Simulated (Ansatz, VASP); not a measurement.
**Lu3Si in VASP and in Ansatz**

POSCAR

```
Lu3Si
1.0
    4.5014675346     -0.0303604327      0.0560931782
   -0.0303604327      4.5910363202     -0.0852516142
    0.0560931782     -0.0852516142      4.5087496311
Lu Si
3 1
Direct
    0.9987000000      0.4962900000      0.5075500000
    0.4982200000      0.0094400000      0.4774900000
    0.4987000000      0.5061700000      0.9845700000
    0.0142700000      0.9978500000      0.0080600000
```

File INCAR.step1:

```
  PREC = Accurate
  ENCUT = 520
  ISMEAR = 1
  SIGMA = 0.1
  LREAL = F
  LASPH = T
  NELM = 60
  NBANDS = 48
  GGA = PE
  ALGO = Normal
  EDIFF = 1E-4
  LWAVE = T
  LCHARG = F
```

Contents of INCAR.step2:

```
  PREC = Accurate
  ENCUT = 520
  EDIFF = 1E-6
  ISMEAR = 1
  SIGMA = 0.1
  LREAL = F
  LASPH = T
  NELM = 60
  ALGO = Normal
  ISIF = 2
  LWAVE = F
  LCHARG = F
  METAGGA = R2SCAN
  LMIXTAU = T
  NBANDS = 48
  ISTART = 1
```

File KPOINTS:

```
Automatic mesh
0
Gamma
  4 4 4
```

Input for Ansatz:

```yaml
crystal:
  lattice:
    - [4.501467534588463, -0.03036043270531895, 0.05609317820844148]
    - [-0.03036043270531895, 4.591036320220585, -0.08525161423786526]
    - [0.05609317820844148, -0.08525161423786526, 4.508749631116594]
  atoms:
    - { symbol: Lu, position: [0.9987, 0.49629, 0.50755] }
    - { symbol: Lu, position: [0.49822, 0.00944, 0.47749] }
    - { symbol: Lu, position: [0.4987, 0.50617, 0.98457] }
    - { symbol: Si, position: [0.01427, 0.99785, 0.00806] }
basis:
  ecutwfc: 650.0
  xc_grid: 2
kpoints:
  mp_grid:
    grid: [4, 4, 4]
hamiltonian:
  xc: r2scan
scf:
  convergence:
    dr2_threshold: 1.0e-09
  occupations:
    method: cold
    width: 0.1
output:
  forces: true
  stress: true
```

Alike in both runs: task single point; functional r2SCAN; k mesh 4 × 4 × 4; no spin polarisation.

|  | VASP | Ansatz |
| --- | --- | --- |
| version | VASP 6.6.1 | Ansatz 0.2.0 |
| potentials or method | VASP PAW PBE potentials, release 64 (Lu, Si), cutoff 520 eV | plane waves, PAW |
| occupations | methfessel-paxton of order 1, width 0.1 eV | cold, width 0.1 eV |
| valence electrons in the cell | 79 | 79 |

|  | VASP | Ansatz | Ansatz less VASP |
| --- | --- | --- | --- |
| pressure (GPa) | -0.8 | -1.2 | -0.35 |
| traceless stress, the component that is largest in VASP (GPa) | 1.56 | 1.51 | -0.044 |
| rms of the force components (eV/Å) | 0.253 | 0.254 | +0.0014 |

VASP's potentials were made for PBE, not for r2SCAN. Atom by atom the forces differ by 0.010 eV/Å (rms over components). Ansatz's warnings: stress scf threshold loose.

Neither program's run includes spin-orbit coupling.
